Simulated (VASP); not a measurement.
Input of a VASP 6.6.1 run:

File INCAR:

```
SYSTEM = Mg
PREC = Accurate ; ENCUT = 600
EDIFF = 1E-7 ; ISMEAR = 0
SIGMA = 0.1 ; LREAL = .FALSE.
LASPH = .TRUE. ; NELM = 120
ALGO = Normal ; ISIF = 3
LWAVE = .FALSE. ; LCHARG = .FALSE.
GGA = PS ; IBRION = 2
NSW = 70 ; EDIFFG = -0.004
PSTRESS = 300.0 ; GGA_COMPAT = .FALSE.
NELMIN = 4
```

The input KPOINTS:

```
Automatic mesh
0
G
  18 18 10
  0 0 0
```

POSCAR

```
Mg
1.0
    2.8008296436      0.0000000000      0.0000000000
   -1.4004148218      2.4255896230      0.0000000000
    0.0000000000      0.0000000000      4.5227193584
Mg
2
Direct
    0.3333333333      0.6666666667      0.2500000000
    0.6666666667      0.3333333333      0.7500000000
```

Potentials or basis: VASP PAW PBE potentials, release 64 (Mg).

The run is started by

```console
$ cat potpaw_PBE.64/Mg/POTCAR > POTCAR
$ mpirun -np 1 vasp_std > vasp.out
```

Q: Predict the band gap on the k mesh.

A: Zero (bands 2 and 3 overlap by 2.15 eV).

Q: What does it give for the space group after relaxing (to 0.1 Å)?

A: P6_3/mmc (No. 194).

Q: Predict the relaxed volume.

A: 15.42 Å³/atom.

Q: Estimate the relaxed cell.

A: a = 2.804 Å, b = 2.804 Å, c = 4.528 Å, α = 90.00°, β = 90.00°, γ = 120.00°.

Step by step:
```
step  energy change (eV)  largest force (eV/Å)  pressure (GPa)  volume (Å³)
   1              0.0000                0.0000           30.51        30.73
   2             -0.0411                0.0000           29.53        30.95
   3             -0.0213                0.0000           30.00        30.84
```

Caveat: the cell is relaxed towards a set pressure, so the run minimises the enthalpy, not the energy; the PAW data sets were made with another functional, which shifts forces and pressure a little. Zero-point motion and thermal expansion aren't in these numbers.
